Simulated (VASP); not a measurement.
A run of VASP 6.6.1:

The input INCAR:

```
SYSTEM = YSi2Ir2
ALGO = Normal
EDIFF = 1E-6
ENCUT = 560
GGA = CA
GGA_COMPAT = .FALSE.
ISIF = 2
ISMEAR = 0
LASPH = .TRUE.
LCHARG = .TRUE.
LELF = .TRUE.
LREAL = .FALSE.
LVHAR = .TRUE.
LWAVE = .FALSE.
NBANDS = 34
NELM = 120
PREC = Accurate
SIGMA = 0.1
```

The input KPOINTS:

```
k-points
0
G
  8 8 8
  0 0 0
```

POSCAR

```
YSi2Ir2
1.0
   -2.0057569665      2.0057569665      4.9218084800
    2.0057569665     -2.0057569665      4.9218084800
    2.0057569665      2.0057569665     -4.9218084800
Y Si Ir
1 2 2
Direct
    0.0000000000      0.0000000000      0.0000000000
    0.3787540764      0.3787540764      0.0000000000
    0.6212459236      0.6212459236      0.0000000000
    0.7500000000      0.2500000000      0.5000000000
    0.2500000000      0.7500000000      0.5000000000
```

Potentials or basis: VASP PAW LDA potentials, release 64 (Y_sv, Si, Ir_sv_GW).

Run with:

```sh
$ cat potpaw_LDA.64/Y_sv/POTCAR potpaw_LDA.64/Si/POTCAR potpaw_LDA.64/Ir_sv_GW/POTCAR > POTCAR
$ mpirun -np 1 vasp_std > vasp.out
```

Hardware: 1 thread of Intel(R) Xeon(R) Platinum 8175M CPU @ 2.50GHz (Skylake/Cascade Lake) (shared host).

**Question.** Estimate the wall time of this run.

**Answer.** Run time: 7.2 min on 1 thread of Intel(R) Xeon(R) Platinum 8175M CPU @ 2.50GHz (Skylake/Cascade Lake), on a shared host, peak memory 0.4 GiB. Counts: scf iterations 16, k points 59.
